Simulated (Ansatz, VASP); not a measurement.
**One calculation of RbBr, two programs**

Contents of INCAR:

```
SYSTEM = RbBr
PREC = Accurate ; ENCUT = 520
EDIFF = 1E-6 ; ISMEAR = 0
SIGMA = 0.05 ; LREAL = .FALSE.
LASPH = .TRUE. ; NELM = 80
ALGO = Normal ; ISIF = 2
LWAVE = .FALSE. ; LCHARG = .FALSE.
GGA = CA ; NBANDS = 15
```

Contents of KPOINTS:

```
regular mesh
0
G
  6 6 6
  0 0 0
```

The input POSCAR:

```
RbBr
1.0
    0.0000000000      3.4275000000      3.4275000000
    3.7702500000      0.0000000000      3.4275000000
    3.7702500000      3.4275000000      0.0000000000
Rb Br
1 1
Direct
    0.0000000000      0.0000000000      0.0000000000
    0.5000000000      0.5000000000      0.5000000000
```

Input for Ansatz:

```yaml
crystal:
  lattice:
    - [0.0, 3.4275, 3.4275]
    - [3.77025, 0.0, 3.4275]
    - [3.77025, 3.4275, 0.0]
  atoms:
    - { symbol: Rb, position: [0.0, 0.0, 0.0] }
    - { symbol: Br, position: [0.5, 0.5, 0.5] }
basis:
  ecutwfc: 420
kpoints:
  mp_grid: { grid: [6, 6, 6] }
hamiltonian:
  xc: lda
scf:
  occupations: { method: gaussian, width: 0.05 }
output:
  forces: true
  stress: true
  eigenvalues: true
```

Change from the starting cell: strain +0.1000 x Voigt [1, 0, 0, 0, 0, 0], atoms carried along.

Alike in both runs: task single point; functional LDA; k mesh 6 × 6 × 6; occupations gaussian, width 0.05 eV; no spin polarisation.

|  | VASP | Ansatz |
| --- | --- | --- |
| version | VASP 6.6.1 | Ansatz 0.2.0 |
| potentials or method | VASP PAW LDA potentials, release 64 (Rb_sv, Br), cutoff 520 eV | scalar-relativistic, plane waves, PAW |
| valence electrons in the cell | 16 | 16 |

Ansatz gave:

```
gap on the k mesh at the Fermi level (eV)                     : 3.71
least direct gap on the mesh (eV)                             : 3.71
pressure (GPa)                                                : -1.8
traceless stress, the component that is largest in VASP (GPa) : -0.63
```

Problem. Which values does VASP return?

Solution. gap on the k mesh at the Fermi level (eV): 3.72; least direct gap on the mesh (eV): 3.72; pressure (GPa): -1.8; traceless stress, the component that is largest in VASP (GPa): -0.65.

LDA's correlation is that of Perdew and Zunger in VASP and of Perdew and Wang (1992) in Ansatz.
